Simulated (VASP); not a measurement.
# Au in VASP: settings compared

Au is run at these levels: PBEsol, PBE, r2SCAN; tasks: single point.

Program: VASP 6.6.1. These are calculated values, not measurements. Logs are shortened: lines on timing, memory, paths and dates and some standing lists are left out, and cuts for length are marked.

### Step 1. The cell of the first run

The structure is orthorhombic, space group Cmcm (No. 63). Conventional cell: a = 2.823 Å, b = 5.112 Å, c = 4.893 Å, α = 90.00°, β = 90.00°, γ = 90.00°. Au (site symmetry m2m) has 12 Au at 2.82 to 2.97 Å within 3.7 Å.

### Step 2. Single point, PBEsol

The input, INCAR:

```
PREC     = Accurate       # precision mode
ENCUT    = 500            # plane-wave cutoff, eV
EDIFF    = 1E-6           # SCF threshold, eV
ISMEAR   = 0              # smearing method
SIGMA    = 0.11           # smearing width, eV
LREAL    = False          # projectors in reciprocal space
LASPH    = True           # aspherical terms in the spheres
NELM     = 120            # most SCF steps
ALGO     = Normal         # electronic algorithm
ISIF     = 2              # what is computed and relaxed
LWAVE    = False          # write WAVECAR
LCHARG   = False          # write CHGCAR
GGA      = PS             # functional
NBANDS   = 18             # bands
NELECT   = 20.0         
ISYM     = 0            
GGA_COMPAT= False
```

The input, KPOINTS:

```
Automatic mesh
0
Gamma
  1 4 1
  0.25 0.25 0.25
```

The input, POSCAR:

```
Au
1.0
    1.4113099650     -2.5559330250      0.0000000000
    1.4113099650      2.5559330250      0.0000000000
    0.0000000000      0.0000000000      4.8931696100
Au
2
Direct
    0.6653279700      0.3346720300      0.2500000000
    0.3346720300      0.6653279700      0.7500000000
```

Potentials or basis: VASP PAW PBE potentials, release 64 (Au).

The run is started by

```bash
$ cat potpaw_PBE.64/Au/POTCAR > POTCAR
$ mpirun -np 1 vasp_std > vasp.out
```

OUTCAR:

```text
PREC = Accurate
   ENCUT = 500
   EDIFF = 1E-6
   ISMEAR = 0
   LREAL = False
   LASPH = True
   NELM = 120
   ISIF = 2
   GGA = PS
   NELECT = 20.0
   ISYM = 0

 ion  position               nearest neighbor table
   1  0.665  0.335  0.250-   2 2.95   2 2.95   2 2.95   2 2.95   2 2.97   2 2.97
   2  0.335  0.665  0.750-   1 2.95   1 2.95   1 2.95   1 2.95   1 2.97   1 2.97

IMPORTANT INFORMATION: All symmetrisations will be switched off!
NOSYMM: (Re-)initialisation of all symmetry stuff for point group C_1.

----------------------------------------------------------------------------------------

                                     Primitive cell

  volume of cell :      35.3014

  direct lattice vectors                    reciprocal lattice vectors
     1.411309965 -2.555933025  0.000000000     0.354280783 -0.195623279  0.000000000
     1.411309965  2.555933025  0.000000000     0.354280783  0.195623279  0.000000000
     0.000000000  0.000000000  4.893169610     0.000000000  0.000000000  0.204366511

  length of vectors
     2.919689957  2.919689957  4.893169610     0.404701545  0.404701545  0.204366511

  position of ions in fractional coordinates (direct lattice)
     0.665327970  0.334672030  0.250000000
     0.334672030  0.665327970  0.750000000

  ion indices of the primitive-cell ions
   primitive index   ion index
                 1           1
                 2           2

----------------------------------------------------------------------------------------

 KPOINTS: Automatic mesh

Automatic generation of k-mesh.
 Grid dimensions read from file:
 generate k-points for:    1    4    1

 Generating k-lattice:

  Cartesian coordinates                     Fractional coordinates (reciprocal lattice)
     0.354280783 -0.195623279  0.000000000     1.000000000  0.000000000  0.000000000
     0.088570196  0.048905820  0.000000000     0.000000000  0.250000000  0.000000000
     0.000000000  0.000000000  0.204366511     0.000000000  0.000000000  1.000000000

  Length of vectors
     0.404701545  0.101175386  0.204366511

  Shift w.r.t. Gamma in fractional coordinates (k-lattice)
     0.250000000  0.250000000  0.250000000

 -----------------------------------------------------------------------------
|                                                                             |
|           W    W    AA    RRRRR   N    N  II  N    N   GGGG   !!!           |
|           W    W   A  A   R    R  NN   N  II  NN   N  G    G  !!!           |
|           W    W  A    A  R    R  N N  N  II  N N  N  G       !!!           |
|           W WW W  AAAAAA  RRRRR   N  N N  II  N  N N  G  GGG   !            |
|           WW  WW  A    A  R   R   N   NN  II  N   NN  G    G                |
|           W    W  A    A  R    R  N    N  II  N    N   GGGG   !!!           |
|                                                                             |
|     Your reciprocal lattice and k-lattice belong to different lattice       |
|     classes:                                                                |
|                                                                             |
|        The reciprocal lattice is base centered orthorhombic,                |
|        whereas your k-lattice is simple monoclinic.                         |
|                                                                             |
|     Results are often still useful ...                                      |
|                                                                             |
 -----------------------------------------------------------------------------

 WARNING: IBZKPT: internal override: KBLOWUP is changed to .FALSE.
      ... skipping the blow-up phase ...

 Subroutine IBZKPT returns following result:
 ===========================================

 Found      4 irreducible k-points:

 Following reciprocal coordinates:
            Coordinates               Weight
  0.250000  0.062500  0.250000      1.000000
  0.250000  0.312500  0.250000      1.000000
  0.250000 -0.437500  0.250000      1.000000
  0.250000 -0.187500  0.250000      1.000000
   k-points           NKPTS =      4   k-points in BZ     NKDIM =      4   number of bands    NBANDS=     18
   number of dos      NEDOS =    301   number of ions     NIONS =      2
   total plane-waves  NPLWV =  20736
   dimension x,y,z NGX =    24 NGY =   24 NGZ =   36
   dimension x,y,z NGXF=    48 NGYF=   48 NGZF=   72
   ions per type =               2
   NGX,Y,Z   is equivalent  to a cutoff of  13.67, 13.67, 12.23 a.u.
   NGXF,Y,Z  is equivalent  to a cutoff of  27.33, 27.33, 24.46 a.u.
 SYSTEM =  unknown system
   PREC   = accura    normal or accurate (medium, high low for compatibility)
   ISTART =      0    job   : 0-new  1-cont  2-samecut
   ICHARG =      2    charge: 1-file 2-atom 10-const
   ISPIN  =      1    spin polarized calculation?
   LNONCOLLINEAR =      F non collinear calculations
   LSORBIT =      F    spin-orbit coupling
   LASPH  =      T    aspherical Exc in radial PAW
   ENCUT  =  500.0 eV  36.75 Ry    6.06 a.u.   5.32  5.32  8.92*2*pi/ulx,y,z
   NELM   =    120;   NELMIN=  2; NELMDL= -5     # of ELM steps
   EDIFF  = 0.1E-05   stopping-criterion for ELM
   LREAL  =      F    real-space projection
   EDIFFG = 0.1E-04   stopping-criterion for IOM
   NSW    =      0    number of steps for IOM
   IBRION =     -1    ionic relax: 0-MD 1-quasi-New 2-CG
   NFREE  =      0    steps in history (QN), initial steepest desc. (CG)
   ISIF   =      2    stress and relaxation
   ISYM   =      0    0-nonsym 1-usesym 2-fastsym
   POTIM  = 0.5000    time-step for ionic-motion
   TEBEG  =    0.0;   TEEND  =   0.0 temperature during run
   PSTRESS=    0.0 pullay stress
   NELECT =      20.0000    total number of electrons
   NUPDOWN=      -1.0000    fix difference up-down
   EMIN   =  10.00;   EMAX   =-10.00  energy-range for DOS
   EFERMI =   0.00;   METHOD = LEGACY
   ISMEAR =     0;   SIGMA  =   0.11  broadening in eV -4-tet -1-fermi 0-gaus
   EFERMI_NEDOS =   21; number of points for ismear=-14 and -15
   IALGO  =     38    algorithm
   IMIX   =      4    mixing-type and parameters
     AMIX     =   0.40;   BMIX     =  1.00
     AMIX_MAG =   1.60;   BMIX_MAG =  1.00
  volume/ion in A,a.u.               =      17.65       119.11
  Fermi-wavevector in a.u.,A,eV,Ry     =   1.354630  2.559880 24.967007  1.835023
  Thomas-Fermi vector in A             =   2.481786
   LORBIT       =      0    0 simple, 1 ext, 2 COOP (PROOUT), +10 PAW based schemes
   GGA     = PS    functional components
   LHFCALC =     F    Hartree Fock is set to
   AEXX    =    0.0000 exact exchange contribution
   IVDW    =     0    specifies the selected vdW correction
   LEPSILON=     F    determine dielectric tensor
   LRPA    =     F    only Hartree local field effects (RPA)
 non-spin polarized calculation
 Gauss-broadening in eV      SIGMA  =   0.11
  energy-cutoff  :      500.00
  volume of cell :       35.30
 maximum number of plane-waves:       903
 NGX is ok and might be reduce to    24
   NGX = 11   NGY = 11   NGZ = 17

 number of electron      19.9999996 magnetization

 Free energy of the ion-electron system (eV)
  ---------------------------------------------------
  ext. energy  EPLUGINS =         0.00000000
  ---------------------------------------------------
  free energy    TOTEN  =       -22.69187765 eV

  energy without entropy =      -22.65848194  energy(sigma->0) =      -22.67517979

 E-fermi :   5.8391     XC(G=0): -12.1355

 val. band max:        5.7659601649   @ k =   0.2500   0.0625   0.2500
 cond. band min:       5.8837613395   @ k =   0.2500  -0.4375   0.2500
 fundamental gap:      0.1178011746
 Fermi energy:         5.8391045406

 k-point     1 :       0.2500    0.0625    0.2500
  band No.  band energies     occupation
      1       1.8248      2.00000
      2       2.3642      2.00000
      3       3.0372      2.00000
      4       3.2170      2.00000
      5       3.8697      2.00000
      6       4.1885      2.00000
      7       4.6111      2.00000
      8       4.9406      2.00000
      9       5.1624      2.00000
     10       5.2940      2.00000
     11       5.7660      1.65298
     12       8.7894      0.00000
     13      15.8089      0.00000
     14      18.4432      0.00000
     15      21.1396      0.00000
     16      22.1883      0.00000
     17      24.7050      0.00000
     18      25.1968      0.00000

 k-point     2 :       0.2500    0.3125    0.2500
  band No.  band energies     occupation
      1       2.3803      2.00000
      2       2.7397      2.00000
      3       3.0952      2.00000
      4       3.1503      2.00000
      5       3.7290      2.00000
      6       4.2794      2.00000
      7       4.5156      2.00000
      8       5.1943      2.00000
      9       5.4059      2.00000
     10       5.9965      0.04296
     11      10.1182      0.00000
     12      12.4457      0.00000
     13      13.4317      0.00000
     14      14.6079      0.00000
     15      16.8375      0.00000
     16      18.5979      0.00000
     17      21.0968      0.00000
     18      23.1469      0.00000

 k-point     3 :       0.2500   -0.4375    0.2500
  band No.  band energies     occupation
      1       2.3244      2.00000
      2       2.6075      2.00000
      3       2.7727      2.00000
      4       3.3321      2.00000
      5       3.7155      2.00000
      6       4.1780      2.00000
      7       4.3062      2.00000
      8       5.1172      2.00000
      9       5.3534      2.00000
     10       5.8838      0.56588
     11       7.0956      0.00000
     12      10.3505      0.00000
     13      14.7348      0.00000
     14      17.4653      0.00000
     15      17.8067      0.00000
     16      19.9067      0.00000
     17      22.0493      0.00000
     18      24.2800      0.00000

 k-point     4 :       0.2500   -0.1875    0.2500
  band No.  band energies     occupation
      1       1.3297      2.00000
      2       2.1938      2.00000
      3       3.1462      2.00000
      4       3.2393      2.00000
      5       3.4536      2.00000
      6       4.0951      2.00000
      7       4.3394      2.00000
      8       4.8076      2.00000
      9       5.0602      2.00000
     10       5.1329      2.00000
     11       5.7518      1.73818
     12       8.0049      0.00000
     13      15.1554      0.00000
     14      19.6849      0.00000
     15      22.6120      0.00000
     16      23.5309      0.00000
     17      24.6150      0.00000
     18      26.0243      0.00000

------------------------ aborting loop because EDIFF is reached ----------------------------------------

  FORCE on cell =-STRESS in cart. coord.  units (eV):
  Direction    XX          YY          ZZ          XY          YZ          ZX
  --------------------------------------------------------------------------------------
  -------------------------------------------------------------------------------------
  Total      -33.3654923    -34.8752192    -33.5523447     -0.1440523     -1.8121437      1.2892093
  in kB    -1514.3141365  -1582.8340525  -1522.7945526     -6.5379044    -82.2452964     58.5115875
  external PRESSURE =   -1539.9809139 kB  Pullay stress =       0.0000000 kB

 VOLUME and BASIS-vectors are now :
 -----------------------------------------------------------------------------
  energy-cutoff  :      500.00
  volume of cell :       35.30
      direct lattice vectors                 reciprocal lattice vectors
     1.411309965 -2.555933025  0.000000000     0.354280783 -0.195623279  0.000000000
     1.411309965  2.555933025  0.000000000     0.354280783  0.195623279  0.000000000
     0.000000000  0.000000000  4.893169610     0.000000000  0.000000000  0.204366511

 POSITION                                       TOTAL-FORCE (eV/Angst)
 -----------------------------------------------------------------------------------
      1.41131     -0.84513      1.22329         0.302440      0.117922      0.027920
      1.41131      0.84513      3.66988        -0.302440     -0.117922     -0.027920
 -----------------------------------------------------------------------------------
    total drift:                               -0.000017      0.000017     -0.000001

  FREE ENERGIE OF THE ION-ELECTRON SYSTEM (eV)
  ---------------------------------------------------
  free  energy   TOTEN  =       -22.6918776474 eV

  energy  without entropy=      -22.6584819363  energy(sigma->0) =      -22.67517979
```

It took 3.2 s on 1 thread of Intel Xeon 6975P-C (Granite Rapids), shared host; peak memory 0.14 GiB.

What came out:

```yaml
Free_energy: -22.6919 eV
Largest_force: 0.326 eV/Å
```

Forces on the atoms (eV/Å):
```
Au   0.302  0.118  0.028
Au  -0.302 -0.118 -0.028
```

Levels at points of the mesh, in eV from the Fermi level:
| k point | band 7 | band 8 | band 9 | band 10 | band 11 | band 12 | band 13 | band 14 |
| --- | --- | --- | --- | --- | --- | --- | --- | --- |
| (0.25, 0.06, 0.25) | -1.23 | -0.90 | -0.68 | -0.55 | -0.07 | 2.95 | 9.97 | 12.60 |

Caveat: the k points lie up to 2.54 Å⁻¹ apart; the cell carries a net charge on a neutralising background, which shifts energy and pressure; the cell is charged against a uniform background, so pressure and absolute levels hang on convention; the PAW data sets were made with another functional, which shifts forces and pressure a little; spin-orbit coupling is left out, which moves the levels of the heavy elements.

### Step 3. Single point, PBE

The input, INCAR:

```
  ALGO = Normal
  EDIFF = 1E-6
  ENCUT = 500
  GGA = PE
  GGA_COMPAT = F
  ISIF = 2
  ISMEAR = -1
  LASPH = T
  LCHARG = F
  LREAL = F
  LWAVE = F
  NBANDS = 18
  NELECT = 23.0
  NELM = 120
  PREC = Accurate
  SIGMA = 0.008617333262145177
```

The input, KPOINTS:

```
Automatic mesh
0
Gamma
  2 2 1
  0 0 0.5
```

POSCAR is that of step 2.

Potentials or basis: VASP PAW PBE potentials, release 64 (Au).

The run is started by

```bash
$ cat potpaw_PBE.64/Au/POTCAR > POTCAR
$ mpirun -np 1 vasp_std > vasp.out
```

Run time: 3 s. Hardware: 1 thread of Intel Xeon 6975P-C (Granite Rapids), shared host; peak memory 0.14 GiB.

The run converged, but its numbers aren't listed here, since they failed a check.

Caveat: the k points lie up to 1.28 Å⁻¹ apart; the cell carries a net charge on a neutralising background, which shifts energy and pressure; the cell is charged against a uniform background, so pressure and absolute levels hang on convention; the mesh shows a gap though the element is a metal; spin-orbit coupling is left out, which moves the levels of the heavy elements; forces of over 1 eV/Å act on the atoms, so gaps and moduli don't describe the material at rest.

(Part 1 of 3 ends here.)
